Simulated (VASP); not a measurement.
# Rb3Sr (Fm-3m) in VASP: elastic constants with PBE

Aim: the elastic constants of Rb3Sr with PBE.

All numbers are computed with VASP 6.6.1; they aren't measurements. Logs are shortened: lines on timing, memory, paths and dates and some standing lists are left out, and cuts for length are marked.

## 1. The cell of the first run

Symmetry: Fm-3m, No. 225, cubic system. The conventional cell has a = 10.881 Å, b = 10.881 Å, c = 10.881 Å, α = 90.00°, β = 90.00°, γ = 90.00°.

## 2. Elastic constants, PBE

Input file INCAR:

```
PREC = Accurate ; ENCUT = 500
EDIFF = 1E-8 ; ISMEAR = 0
SIGMA = 0.1 ; LREAL = False
LASPH = True ; NELM = 120
ALGO = Normal ; ISIF = 3
LWAVE = False ; LCHARG = False
GGA = PE ; IBRION = 6
NFREE = 2 ; POTIM = 0.015
NSW = 1 ; GGA_COMPAT = False
KPAR = 4
```

Input file KPOINTS:

```
regular mesh
0
Gamma
  7 7 7
```

Input file POSCAR:

```
Rb3Sr
1.0
    0.0000000000      5.4402900000      5.4402900000
    5.4402900000      0.0000000000      5.4402900000
    5.4402900000      5.4402900000      0.0000000000
Rb Sr
3 1
Direct
    0.2500000000      0.2500000000      0.2500000000
    0.7500000000      0.7500000000      0.7500000000
    0.5000000000      0.5000000000      0.5000000000
    0.0000000000      0.0000000000      0.0000000000
```

Potentials or basis: VASP PAW PBE potentials, release 64 (Rb_sv, Sr_sv).

Started as:

```bash
cat potpaw_PBE.64/Rb_sv/POTCAR potpaw_PBE.64/Sr_sv/POTCAR > POTCAR
mpirun -np 4 vasp_std > vasp.out
```

OUTCAR:

```text
PREC = Accurate
   ENCUT = 500
   EDIFF = 1E-8
   ISMEAR = 0
   LREAL = False
   LASPH = True
   NELM = 120
   ISIF = 3
   GGA = PE
   IBRION = 6
   NFREE = 2
   POTIM = 0.015
   NSW = 1

 ion  position               nearest neighbor table
   1  0.250  0.250  0.250-   4 4.71   4 4.71   4 4.71   3 4.71   3 4.71   3 4.71   4 4.71   3 4.71
                             2 5.44   2 5.44   2 5.44   2 5.44   2 5.44   2 5.44
   2  0.750  0.750  0.750-   3 4.71   3 4.71   3 4.71   4 4.71   4 4.71   4 4.71   4 4.71   3 4.71
                             1 5.44   1 5.44   1 5.44   1 5.44   1 5.44   1 5.44
   3  0.500  0.500  0.500-   1 4.71   1 4.71   1 4.71   2 4.71   2 4.71   2 4.71   2 4.71   1 4.71
                             4 5.44   4 5.44   4 5.44   4 5.44   4 5.44   4 5.44
   4  0.000  0.000  0.000-   2 4.71   2 4.71   2 4.71   1 4.71   1 4.71   1 4.71   2 4.71   1 4.71
                             3 5.44   3 5.44   3 5.44   3 5.44   3 5.44   3 5.44

  LATTYP: Found a face centered cubic cell.
 ALAT       =    10.8805800000

  Lattice vectors:

 A1 = (   0.0000000000,   5.4402900000,   5.4402900000)
 A2 = (   5.4402900000,   0.0000000000,   5.4402900000)
 A3 = (   5.4402900000,   5.4402900000,   0.0000000000)

Analysis of symmetry for initial positions (statically):
=====================================================================
 Subroutine PRICEL returns:
 Original cell was already a primitive cell.

 Routine SETGRP: Setting up the symmetry group for a
 face centered cubic supercell.

 Subroutine GETGRP returns: Found 48 space group operations
 (whereof 48 operations were pure point group operations)
 out of a pool of 48 trial point group operations.

The static configuration has the point symmetry O_h .

Analysis of symmetry for dynamics (positions and initial velocities):
=====================================================================
 Subroutine PRICEL returns:
 Original cell was already a primitive cell.

 Routine SETGRP: Setting up the symmetry group for a
 face centered cubic supercell.

 Subroutine GETGRP returns: Found 48 space group operations
 (whereof 48 operations were pure point group operations)
 out of a pool of 48 trial point group operations.

The dynamic configuration has the point symmetry O_h .

 Subroutine INISYM returns: Found 48 space group operations
 (whereof 48 operations are pure point group operations),
 and found     1 'primitive' translations

----------------------------------------------------------------------------------------

                                     Primitive cell

  volume of cell :     322.0299

  direct lattice vectors                    reciprocal lattice vectors
     0.000000000  5.440290000  5.440290000    -0.091906865  0.091906865  0.091906865
     5.440290000  0.000000000  5.440290000     0.091906865 -0.091906865  0.091906865
     5.440290000  5.440290000  0.000000000     0.091906865  0.091906865 -0.091906865

  length of vectors
     7.693731901  7.693731901  7.693731901     0.159187360  0.159187360  0.159187360

  position of ions in fractional coordinates (direct lattice)
     0.250000000  0.250000000  0.250000000
     0.750000000  0.750000000  0.750000000
     0.500000000  0.500000000  0.500000000
     0.000000000  0.000000000  0.000000000

  ion indices of the primitive-cell ions
   primitive index   ion index
                 1           1
                 2           2
                 3           3
                 4           4

----------------------------------------------------------------------------------------

 KPOINTS: regular mesh

Automatic generation of k-mesh.
 Grid dimensions read from file:
 generate k-points for:    7    7    7

 Generating k-lattice:

  Cartesian coordinates                     Fractional coordinates (reciprocal lattice)
    -0.013129552  0.013129552  0.013129552     0.142857143  0.000000000  0.000000000
     0.013129552 -0.013129552  0.013129552     0.000000000  0.142857143  0.000000000
     0.013129552  0.013129552 -0.013129552     0.000000000  0.000000000  0.142857143

  Length of vectors
     0.022741051  0.022741051  0.022741051

  Shift w.r.t. Gamma in fractional coordinates (k-lattice)
     0.000000000  0.000000000  0.000000000

 Subroutine IBZKPT returns following result:
 ===========================================

 Found     20 irreducible k-points:

[... 56 lines left out ...]
   EFERMI_NEDOS =   21; number of points for ismear=-14 and -15
   IALGO  =     38    algorithm
   IMIX   =      4    mixing-type and parameters
     AMIX     =   0.40;   BMIX     =  1.00
     AMIX_MAG =   1.60;   BMIX_MAG =  1.00
  volume/ion in A,a.u.               =      80.51       543.29
  Fermi-wavevector in a.u.,A,eV,Ry     =   0.795872  1.503980  8.618102  0.633413
  Thomas-Fermi vector in A             =   1.902285
   LORBIT       =      0    0 simple, 1 ext, 2 COOP (PROOUT), +10 PAW based schemes
   GGA     = PE    functional components
   LHFCALC =     F    Hartree Fock is set to
   AEXX    =    0.0000 exact exchange contribution
   IVDW    =     0    specifies the selected vdW correction
   LEPSILON=     F    determine dielectric tensor
   LRPA    =     F    only Hartree local field effects (RPA)
 finite differences with symmetry
 non-spin polarized calculation
 Gauss-broadening in eV      SIGMA  =   0.10
  energy-cutoff  :      500.00
  volume of cell :      322.03
 maximum number of plane-waves:      8196
   NGX = 29   NGY = 29   NGZ = 29

--------------------------------------- Ionic step        1  -------------------------------------------

 number of electron      37.0000001 magnetization

 Free energy of the ion-electron system (eV)
  ---------------------------------------------------
  ext. energy  EPLUGINS =         0.00000000
  ---------------------------------------------------
  free energy    TOTEN  =        -3.94921342 eV

  energy without entropy =       -3.92759370  energy(sigma->0) =       -3.93840356

------------------------ aborting loop because EDIFF is reached ----------------------------------------

  FORCE on cell =-STRESS in cart. coord.  units (eV):
  Direction    XX          YY          ZZ          XY          YZ          ZX
  --------------------------------------------------------------------------------------
  -------------------------------------------------------------------------------------
  Total       -0.0702771     -0.0702771     -0.0702771     -0.0000000     -0.0000000      0.0000000
  in kB       -0.3496457     -0.3496457     -0.3496457     -0.0000000     -0.0000000      0.0000000
  external PRESSURE =      -0.3496457 kB  Pullay stress =       0.0000000 kB
[... 95 lines left out ...]
  FREE ENERGIE OF THE ION-ELECTRON SYSTEM (eV)
  ---------------------------------------------------
  free  energy   TOTEN  =        -3.9492367759 eV

  energy  without entropy=       -3.9276085697  energy(sigma->0) =       -3.93842267

[... ionic steps 4 to 16 ...]

--------------------------------------- Ionic step       17  -------------------------------------------

 number of electron      37.0000001 magnetization

------------------------ aborting loop because EDIFF is reached ----------------------------------------
[... 71 lines left out ...]
--------------------------------------- Ionic step       19  -------------------------------------------

 number of electron      37.0000001 magnetization

 Free energy of the ion-electron system (eV)
  ---------------------------------------------------
  ext. energy  EPLUGINS =         0.00000000
  ---------------------------------------------------
  free energy    TOTEN  =        -3.94914694 eV

  energy without entropy =       -3.92752691  energy(sigma->0) =       -3.93833693

 E-fermi :   0.2690     XC(G=0):  -5.9042

 val. band max:        0.2551542062   @ k =   0.0000   0.4286   0.2857
 cond. band min:       0.2707147360   @ k =   0.0000   0.2857   0.1429
 fundamental gap:      0.0155605297
 Fermi energy:         0.2690200309

 k-point     1 :       0.0000    0.0000    0.0000
  band No.  band energies     occupation
      1     -37.4842      2.00000
      2     -28.4327      2.00000
      3     -28.2952      2.00000
      4     -28.2941      2.00000
      5     -19.4180      2.00000
      6     -19.4180      2.00000
[... 589 lines left out ...]
     21       0.9589      0.00000
     22       1.2364      0.00000

 [... further k-points ...]
[... 5 lines left out ...]
  --------------------------------------------------------------------------------------
  -------------------------------------------------------------------------------------
  Total       -0.0702072     -0.0700710     -0.0700710      0.0000000     -0.0000000      0.0000000
  in kB       -0.3492981     -0.3486202     -0.3486202      0.0000000     -0.0000000      0.0000000
  external PRESSURE =      -0.3488462 kB  Pullay stress =       0.0000000 kB
[... 19 lines left out ...]
  FREE ENERGIE OF THE ION-ELECTRON SYSTEM (eV)
  ---------------------------------------------------
  free  energy   TOTEN  =        -3.9491469391 eV

  energy  without entropy=       -3.9275269133  energy(sigma->0) =       -3.93833693

 INTERNAL STRAIN TENSORS FROM STRAINED CELLS
 ============================================

 INTERNAL STRAIN TENSOR FOR ION    1 for displacements in x,y,z  (eV/Angst):
          X           Y           Z          XY          YZ          ZX
  --------------------------------------------------------------------------------
  x    -0.00000    -0.00000    -0.00000    -0.00000    -0.12859     0.00000
  y     0.00000     0.00000    -0.00000    -0.00000    -0.00000    -0.12812
  z     0.00000    -0.00000    -0.00000    -0.12908     0.00000     0.00000

 INTERNAL STRAIN TENSORS FROM DISPLACED ATOMS
 ============================================

 INTERNAL STRAIN TENSOR FOR ION    1 for displacements in x,y,z  (eV/Angst):
          X           Y           Z          XY          YZ          ZX
  --------------------------------------------------------------------------------
  x    -0.00000     0.00000     0.00000     0.00000    -0.12738     0.00000
  y    -0.00000    -0.00000    -0.00000     0.00000     0.00000    -0.12738
  z    -0.00000    -0.00000    -0.00000    -0.12738     0.00000     0.00000

 INTERNAL STRAIN TENSOR FOR ION    4 for displacements in x,y,z  (eV/Angst):
          X           Y           Z          XY          YZ          ZX
  --------------------------------------------------------------------------------
  x     0.00000     0.00000     0.00000     0.00000     0.00000     0.00000
  y     0.00000     0.00000     0.00000     0.00000     0.00000     0.00000
  z     0.00000     0.00000     0.00000     0.00000     0.00000     0.00000

 Eigenvectors and eigenvalues of the dynamical matrix
 ----------------------------------------------------

   1 f  =    1.678156 THz    10.544166 2PiTHz   55.977264 cm-1     6.940293 meV
             X         Y         Z           dx          dy          dz
      2.720145  2.720145  2.720145     0.105633   -0.292916    0.377190
      8.160435  8.160435  8.160435     0.105633   -0.292916    0.377190
      5.440290  5.440290  5.440290    -0.070618    0.195822   -0.252161
      0.000000  0.000000  0.000000    -0.139064    0.385621   -0.496566
[... 71 lines left out ...]
  12 f/i=    0.000929 THz     0.005834 2PiTHz    0.030973 cm-1     0.003840 meV
             X         Y         Z           dx          dy          dz
      2.720145  2.720145  2.720145     0.497313    0.018952    0.029492
      8.160435  8.160435  8.160435     0.497313    0.018952    0.029492
      5.440290  5.440290  5.440290     0.497545    0.018961    0.029505
      0.000000  0.000000  0.000000     0.502856    0.019163    0.029820

--------------------------------------------------------------------------------------------------------

 ELASTIC MODULI CONTR FROM IONIC RELAXATION (kBar)
 Direction    XX          YY          ZZ          XY          YZ          ZX
 --------------------------------------------------------------------------------
 XX          -0.0000      0.0000     -0.0000     -0.0000     -0.0000     -0.0000
 YY           0.0000     -0.0000     -0.0000     -0.0000      0.0000     -0.0000
 ZZ          -0.0000     -0.0000     -0.0000     -0.0000      0.0000     -0.0000
 XY          -0.0000     -0.0000     -0.0000     -0.2579      0.0000     -0.0000
 YZ          -0.0000      0.0000      0.0000      0.0000     -0.2579      0.0000
 ZX          -0.0000     -0.0000     -0.0000     -0.0000      0.0000     -0.2579
 --------------------------------------------------------------------------------

 TOTAL ELASTIC MODULI (kBar)
 Direction    XX          YY          ZZ          XY          YZ          ZX
 --------------------------------------------------------------------------------
 XX          44.2575     37.2054     37.2054     -0.0000     -0.0000     -0.0000
 YY          37.2054     44.2575     37.2054      0.0000      0.0000      0.0000
 ZZ          37.2054     37.2054     44.2575     -0.0000      0.0000     -0.0000
 XY          -0.0000      0.0000     -0.0000     32.0170      0.0000     -0.0000
 YZ          -0.0000      0.0000      0.0000      0.0000     32.0170      0.0000
 ZX          -0.0000      0.0000     -0.0000     -0.0000      0.0000     32.0170
 --------------------------------------------------------------------------------
```

It took 43 min on 4 MPI ranks of Intel Xeon Platinum 8488C (Sapphire Rapids), shared host; peak memory 1.1 GiB.

Results:

| Quantity | Value |
| --- | --- |
| Elastic constants C11, C12, C44 | 4, 4, 3 GPa |
| Voigt bulk modulus | 4 GPa |
| Highest phonon frequency at Γ | 56 cm⁻¹ |

Phonon frequencies in cm⁻¹ (negative: imaginary):
```
              q point                       frequencies
(0.000, 0.000, 0.000)  0 0 0 41 41 41 45 45 45 56 56 56
```

Elastic tensor in Voigt notation (GPa, in the Cartesian axes of the cell as first typed):
```
4 4 4 0 0 0
4 4 4 0 0 0
4 4 4 0 0 0
0 0 0 3 0 0
0 0 0 0 3 0
0 0 0 0 0 3
```

Clamped-ion elastic tensor (GPa):
```
4 4 4 0 0 0
4 4 4 0 0 0
4 4 4 0 0 0
0 0 0 3 0 0
0 0 0 0 3 0
0 0 0 0 0 3
```
